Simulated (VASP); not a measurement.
# Al2B3N5 (C2) in VASP: relaxation of cell and atoms with PBE

Aim: the relaxation of cell and atoms of Al2B3N5 with PBE.

Program: VASP 6.6.1. These are calculated values, not measurements. Logs are shortened: lines on timing, memory, paths and dates and some standing lists are left out, and cuts for length are marked.

### Step 1. The cell of the first run

The structure is monoclinic, space group C2 (No. 5). Conventional cell: a = 13.285 Å, b = 4.563 Å, c = 3.288 Å, α = 90.00°, β = 103.05°, γ = 90.00°. Within 2.4 Å of Al (site symmetry 1) lie 4 N at 1.82 to 1.95 Å. B (site symmetry 1) has 3 N at 1.44 to 1.52 Å within 1.9 Å. Within 1.9 Å of B (site symmetry 2) lie 3 N at 1.44 to 1.51 Å. N (site symmetry 1) has 2 B at 1.44 Å and 1 Al at 1.82 Å within 1.9 Å. Within 2.0 Å of N (site symmetry 1) lie 1 B at 1.52 Å and 3 Al at 1.88 to 1.95 Å. N (site symmetry 2) has 3 B at 1.47 to 1.51 Å within 2.0 Å.

### Step 2. Relaxation of cell and atoms, PBE

The input, INCAR:

```
PREC = Accurate
ENCUT = 600
EDIFF = 1E-6
ISMEAR = 0
SIGMA = 0.02
LREAL = F
LASPH = T
NELM = 100
ALGO = Normal
ISIF = 3
LWAVE = F
LCHARG = F
GGA = PE
IBRION = 2
NSW = 100
EDIFFG = -0.01
```

The input, KPOINTS:

```
Automatic mesh
0
Gamma
  6 6 8
```

The input, POSCAR:

```
Al2B3N5
1.0
    6.6425264912     -2.2815011843      0.0000000000
    6.6425264912      2.2815011843      0.0000000000
   -0.7422422817      0.0000000000      3.2031885414
Al B N
2 3 5
Direct
    0.2034675294      0.3509323789      0.7742140613
    0.6490676211      0.7965324706      0.2257859387
    0.9909974434      0.1974179774      0.1005075027
    0.4095785005      0.5904214995      0.0000000000
    0.8025820226      0.0090025566      0.8994924973
    0.4882875963      0.3252630421      0.8967434729
    0.8145093732      0.7781343883      0.7923295829
    0.2218656117      0.1854906268      0.2076704171
    0.6747369579      0.5117124037      0.1032565271
    0.0781179664      0.9218820336      0.0000000000
```

Potentials or basis: VASP PAW PBE potentials, release 64 (Al, B, N).

The run is started by

```console
cat potpaw_PBE.64/Al/POTCAR potpaw_PBE.64/B/POTCAR potpaw_PBE.64/N/POTCAR > POTCAR
mpirun -np 1 vasp_std > vasp.out
```

OUTCAR:

```text
PREC = Accurate
   ENCUT = 600
   EDIFF = 1E-6
   ISMEAR = 0
   LREAL = F
   LASPH = T
   NELM = 100
   ISIF = 3
   GGA = PE
   IBRION = 2
   NSW = 100
   EDIFFG = -0.01

 ion  position               nearest neighbor table
   1  0.203  0.351  0.774-   6 1.82   7 1.88   8 1.94   8 1.95   5 2.72   2 2.90   2 2.90   2 2.90
                             2 2.90
   2  0.649  0.797  0.226-   9 1.82   8 1.88   7 1.94   7 1.95   3 2.72   1 2.90   1 2.90   1 2.90
                             1 2.90
   3  0.991  0.197  0.101-   9 1.44  10 1.47   8 1.52   2 2.72
   4  0.410  0.590  0.000-   6 1.44   9 1.44  10 1.51
   5  0.803  0.009  0.899-   6 1.44  10 1.47   7 1.52   1 2.72
   6  0.488  0.325  0.897-   5 1.44   4 1.44   1 1.82
   7  0.815  0.778  0.792-   5 1.52   1 1.88   2 1.94   2 1.95
   8  0.222  0.185  0.208-   3 1.52   2 1.88   1 1.94   1 1.95
   9  0.675  0.512  0.103-   3 1.44   4 1.44   2 1.82
  10  0.078  0.922  0.000-   3 1.47   5 1.47   4 1.51

  LATTYP: Found a base centered monoclinic cell.
 ALAT       =    13.2850529824
 B/A-ratio  =     0.3434688875
 C/A-ratio  =     0.2475007280
 COS(beta)  =    -0.2257386475

  Lattice vectors:

 A1 = (   6.6425264912,  -2.2815011843,   0.0000000000)
 A2 = (   6.6425264912,   2.2815011843,   0.0000000000)
 A3 = (  -0.7422422817,   0.0000000000,   3.2031885414)

Analysis of symmetry for initial positions (statically):
=====================================================================
 Subroutine PRICEL returns:
 Original cell was already a primitive cell.

 Routine SETGRP: Setting up the symmetry group for a
 base centered monoclinic supercell.

 Subroutine GETGRP returns: Found  2 space group operations
 (whereof  2 operations were pure point group operations)
 out of a pool of  4 trial point group operations.

The static configuration has the point symmetry C_2 .

Analysis of symmetry for dynamics (positions and initial velocities):
=====================================================================
 Subroutine PRICEL returns:
 Original cell was already a primitive cell.

 Routine SETGRP: Setting up the symmetry group for a
 base centered monoclinic supercell.

 Subroutine GETGRP returns: Found  2 space group operations
 (whereof  2 operations were pure point group operations)
 out of a pool of  4 trial point group operations.

The dynamic configuration has the point symmetry C_2 .

 Subroutine INISYM returns: Found  2 space group operations
 (whereof  2 operations are pure point group operations),
 and found     1 'primitive' translations

----------------------------------------------------------------------------------------

                                     Primitive cell

  volume of cell :      97.0882

  direct lattice vectors                    reciprocal lattice vectors
     6.642526491 -2.281501184  0.000000000     0.075272564 -0.219153952  0.017442145
     6.642526491  2.281501184  0.000000000     0.075272564  0.219153952  0.017442145
    -0.742242282  0.000000000  3.203188541     0.000000000  0.000000000  0.312188929

  length of vectors
     7.023418387  7.023418387  3.288060285     0.232376078  0.232376078  0.312188929

  position of ions in fractional coordinates (direct lattice)
     0.203467529  0.350932379  0.774214061
     0.649067621  0.796532471  0.225785939
     0.990997443  0.197417977  0.100507503
     0.409578500  0.590421500  0.000000000
     0.802582023  0.009002557  0.899492497
     0.488287596  0.325263042  0.896743473
     0.814509373  0.778134388  0.792329583
     0.221865612  0.185490627  0.207670417
     0.674736958  0.511712404  0.103256527
     0.078117966  0.921882034  0.000000000

  ion indices of the primitive-cell ions
   primitive index   ion index
                 1           1
                 2           2
                 3           3
                 4           4
                 5           5
                 6           6
                 7           7
                 8           8
                 9           9
                10          10

----------------------------------------------------------------------------------------

 KPOINTS: Automatic mesh

Automatic generation of k-mesh.
 Grid dimensions read from file:
 generate k-points for:    6    6    8

 Generating k-lattice:

  Cartesian coordinates                     Fractional coordinates (reciprocal lattice)
     0.012545427 -0.036525659  0.002907024     0.166666667  0.000000000 -0.000000000
     0.012545427  0.036525659  0.002907024     0.000000000  0.166666667 -0.000000000
     0.000000000  0.000000000  0.039023616     0.000000000  0.000000000  0.125000000

  Length of vectors
     0.038729346  0.038729346  0.039023616

  Shift w.r.t. Gamma in fractional coordinates (k-lattice)
     0.000000000  0.000000000  0.000000000

 Subroutine IBZKPT returns following result:
 ===========================================

 Found     89 irreducible k-points:

 Following reciprocal coordinates:
            Coordinates               Weight
  0.000000  0.000000  0.000000      1.000000
  0.166667  0.000000 -0.000000      4.000000
  0.333333  0.000000  0.000000      4.000000
  0.500000  0.000000  0.000000      2.000000
  0.166667  0.166667 -0.000000      2.000000
  0.333333  0.166667 -0.000000      4.000000
[... 16 lines left out ...]
 -0.333333  0.166667  0.125000      4.000000
 -0.166667  0.166667  0.125000      4.000000
 [... further k-points ...]
   k-points           NKPTS =     89   k-points in BZ     NKDIM =     89   number of bands    NBANDS=     26
   number of dos      NEDOS =    301   number of ions     NIONS =     10
   total plane-waves  NPLWV =  87808
   dimension x,y,z NGX =    56 NGY =   56 NGZ =   28
   dimension x,y,z NGXF=   112 NGYF=  112 NGZF=   56
   ions per type =               2   3   5
   NGX,Y,Z   is equivalent  to a cutoff of  13.26, 13.26, 14.16 a.u.
   NGXF,Y,Z  is equivalent  to a cutoff of  26.51, 26.51, 28.31 a.u.
 SYSTEM =  unknown system
   PREC   = accura    normal or accurate (medium, high low for compatibility)
   ISTART =      0    job   : 0-new  1-cont  2-samecut
   ICHARG =      2    charge: 1-file 2-atom 10-const
   ISPIN  =      1    spin polarized calculation?
   LNONCOLLINEAR =      F non collinear calculations
   LSORBIT =      F    spin-orbit coupling
   LASPH  =      T    aspherical Exc in radial PAW
   ENCUT  =  600.0 eV  44.10 Ry    6.64 a.u.  14.03 14.03  6.57*2*pi/ulx,y,z
   NELM   =    100;   NELMIN=  2; NELMDL= -5     # of ELM steps
   EDIFF  = 0.1E-05   stopping-criterion for ELM
   LREAL  =      F    real-space projection
   EDIFFG = -.1E-01   stopping-criterion for IOM
   NSW    =    100    number of steps for IOM
   IBRION =      2    ionic relax: 0-MD 1-quasi-New 2-CG
   NFREE  =      1    steps in history (QN), initial steepest desc. (CG)
   ISIF   =      3    stress and relaxation
   ISYM   =      2    0-nonsym 1-usesym 2-fastsym
   POTIM  = 0.5000    time-step for ionic-motion
   TEBEG  =    0.0;   TEEND  =   0.0 temperature during run
   PSTRESS=    0.0 pullay stress
   NELECT =      40.0000    total number of electrons
   NUPDOWN=      -1.0000    fix difference up-down
   EMIN   =  10.00;   EMAX   =-10.00  energy-range for DOS
   EFERMI =   0.00;   METHOD = LEGACY
   ISMEAR =     0;   SIGMA  =   0.02  broadening in eV -4-tet -1-fermi 0-gaus
   EFERMI_NEDOS =   21; number of points for ismear=-14 and -15
   IALGO  =     38    algorithm
   IMIX   =      4    mixing-type and parameters
     AMIX     =   0.40;   BMIX     =  1.00
     AMIX_MAG =   1.60;   BMIX_MAG =  1.00
  volume/ion in A,a.u.               =       9.71        65.52
  Fermi-wavevector in a.u.,A,eV,Ry     =   1.218165  2.301997 20.190027  1.483925
  Thomas-Fermi vector in A             =   2.353460
   LORBIT       =      0    0 simple, 1 ext, 2 COOP (PROOUT), +10 PAW based schemes
   GGA     = PE    functional components
   LHFCALC =     F    Hartree Fock is set to
   AEXX    =    0.0000 exact exchange contribution
   IVDW    =     0    specifies the selected vdW correction
   LEPSILON=     F    determine dielectric tensor
   LRPA    =     F    only Hartree local field effects (RPA)
 conjugate gradient relaxation of ions
 non-spin polarized calculation
 Gauss-broadening in eV      SIGMA  =   0.02
  energy-cutoff  :      600.00
  volume of cell :       97.09
 maximum number of plane-waves:      3261
   NGX = 29   NGY = 29   NGZ = 13

--------------------------------------- Ionic step        1  -------------------------------------------

 number of electron      40.0000002 magnetization

 Free energy of the ion-electron system (eV)
  ---------------------------------------------------
  ext. energy  EPLUGINS =         0.00000000
  ---------------------------------------------------
  free energy    TOTEN  =       -80.94972670 eV

  energy without entropy =      -80.94972670  energy(sigma->0) =      -80.94972670

------------------------ aborting loop because EDIFF is reached ----------------------------------------

  FORCE on cell =-STRESS in cart. coord.  units (eV):
  Direction    XX          YY          ZZ          XY          YZ          ZX
  --------------------------------------------------------------------------------------
  -------------------------------------------------------------------------------------
  Total       -0.0300772     -0.0525035     -0.3143542      0.0000000      0.0000000      0.0016542
  in kB       -0.4963431     -0.8664282     -5.1875627      0.0000000      0.0000000      0.0272980
  external PRESSURE =      -2.1834447 kB  Pullay stress =       0.0000000 kB
[... 293 lines left out ...]
  energy  without entropy=      -80.9502104994  energy(sigma->0) =      -80.95021050

--------------------------------------- Ionic step        8  -------------------------------------------

 number of electron      40.0000001 magnetization

 Free energy of the ion-electron system (eV)
  ---------------------------------------------------
  ext. energy  EPLUGINS =         0.00000000
  ---------------------------------------------------
  free energy    TOTEN  =       -80.95027068 eV

  energy without entropy =      -80.95027068  energy(sigma->0) =      -80.95027068

 E-fermi :   4.7492     XC(G=0): -10.4097

 val. band max:        4.6595471113   @ k =   0.1667   0.1667  -0.0000
 cond. band min:       7.1924498891   @ k =   0.1667   0.1667   0.5000
 fundamental gap:      2.5329027778
 Fermi energy:         4.7492338685

 k-point     1 :       0.0000    0.0000    0.0000
  band No.  band energies     occupation
      1     -12.7237      2.00000
      2     -10.9026      2.00000
      3     -10.7212      2.00000
      4      -9.7663      2.00000
      5      -9.2590      2.00000
      6      -3.8670      2.00000
[... 685 lines left out ...]
     25      11.3865      0.00000
     26      12.4393      0.00000

 [... further k-points ...]

------------------------ aborting loop because EDIFF is reached ----------------------------------------

  FORCE on cell =-STRESS in cart. coord.  units (eV):
  Direction    XX          YY          ZZ          XY          YZ          ZX
  --------------------------------------------------------------------------------------
  -------------------------------------------------------------------------------------
  Total        0.0183562     -0.0290921      0.0034363      0.0000000      0.0000000     -0.0359734
  in kB        0.3037104     -0.4813398      0.0568547      0.0000000      0.0000000     -0.5951935
  external PRESSURE =      -0.0402583 kB  Pullay stress =       0.0000000 kB
[... 25 lines left out ...]
  FREE ENERGIE OF THE ION-ELECTRON SYSTEM (eV)
  ---------------------------------------------------
  free  energy   TOTEN  =       -80.9502706811 eV

  energy  without entropy=      -80.9502706811  energy(sigma->0) =      -80.95027068

 reached required accuracy - stopping structural energy minimisation
```

It took 8.4 min on 1 thread of Intel Xeon 6975P-C (Granite Rapids), shared host; peak memory 0.45 GiB.

What came out:

* Free energy: -80.9503 eV
* Relaxed volume: 9.68 Å³/atom
* Relaxed cell: a = 7.027 Å, b = 7.027 Å, c = 3.278 Å, α = 102.41°, β = 102.41°, γ = 37.90°
* Space group after relaxing (to 0.1 Å): C2 (No. 5)
* Energy gained by relaxing: 0.1 meV/atom
* Ionic steps: 8
* Pressure after relaxing: 0.0 GPa
* Largest force after relaxing: 0.009 eV/Å
* Band gap on the k mesh: 2.53 eV (least direct gap 3.83 eV)

Forces in eV/Å, atoms in the order of the input:
```
Al  -0.002 -0.002  0.000
Al   0.002 -0.002  0.000
B    0.000 -0.002 -0.007
B    0.000  0.003  0.000
B    0.000 -0.002  0.007
N   -0.001 -0.002  0.007
N   -0.007  0.005  0.002
N    0.007  0.005 -0.002
N    0.001 -0.002 -0.007
N    0.000 -0.002  0.000
```

Step by step:
| step | energy change (eV) | largest force (eV/Å) | pressure (GPa) | volume (Å³) |
| --- | --- | --- | --- | --- |
| 1 | 0.0000 | 0.0210 | -0.22 | 97.09 |
| 2 | -0.0003 | 0.0282 | 0.03 | 96.90 |
| 3 | -0.0003 | 0.0316 | 0.05 | 96.89 |
| 4 | -0.0004 | 0.0512 | 0.03 | 96.82 |
| 5 | -0.0004 | 0.0216 | 0.03 | 96.85 |
| 6 | -0.0005 | 0.0223 | 0.00 | 96.84 |
| 7 | -0.0005 | 0.0230 | -0.01 | 96.84 |
| 8 | -0.0005 | 0.0088 | 0.00 | 96.84 |

Final structure:
```
Al B N
1.0
     6.64593   -2.28214   -0.00257
     6.64593    2.28214   -0.00257
    -0.74386    0.00000    3.19260
Al B N
2 3 5
Cartesian
  3.1095 0.3372 2.4716
  9.4385 0.3372 0.7159
  7.8235 -1.8107 0.3165
  6.6459 0.4129 -0.0026
  4.7245 -1.8107 2.8710
  4.7394 -0.3721 2.8622
  9.9959 -0.0841 2.5270
  2.5521 -0.0841 0.6605
  7.8086 -0.3721 0.3253
  6.6459 1.9255 -0.0026
```

A k mesh can miss the band edges.
